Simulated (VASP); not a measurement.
PbS, 4 atoms in the cell. The cell holds a slab with vacuum, 4 atoms: a = 4.225 Å, b = 4.227 Å, c = 15.021 Å, α = 90.00°, β = 90.00°, γ = 90.00°. 

| Quantity | Value |
| --- | --- |
| Program | VASP 6.6.1 |
| Task | single point |
| Functional | PBEsol |
| Potentials or basis | VASP PAW PBE potentials, release 64 (Pb_d, S) |
| Cutoff | 520 eV |
| k mesh | 3 × 3 × 1 |
| Occupations | fermi-dirac, width 0.15 eV |
| Spin | no spin polarisation |
| Dipole correction | yes |
| Electric field (eV/Å) | 0.3 |
| Further INCAR settings | ALGO = Normal; EDIFF = 1e-07; NBANDS = 28; EFIELD = -0.3 |

Potentials or basis: VASP PAW PBE potentials, release 64 (Pb_d, S).

Run with:

```console
$ cat potpaw_PBE.64/Pb_d/POTCAR potpaw_PBE.64/S/POTCAR > POTCAR
$ mpirun -np 1 vasp_std > vasp.out
```

Hardware: 1 thread of AMD EPYC 7R13, on a shared host.

Problem. How long does it take, and how much memory?

Solution. It took 110 s on 1 thread of AMD EPYC 7R13 (shared host), peak memory 0.3 GiB. Counts: scf iterations 23, k points 4.
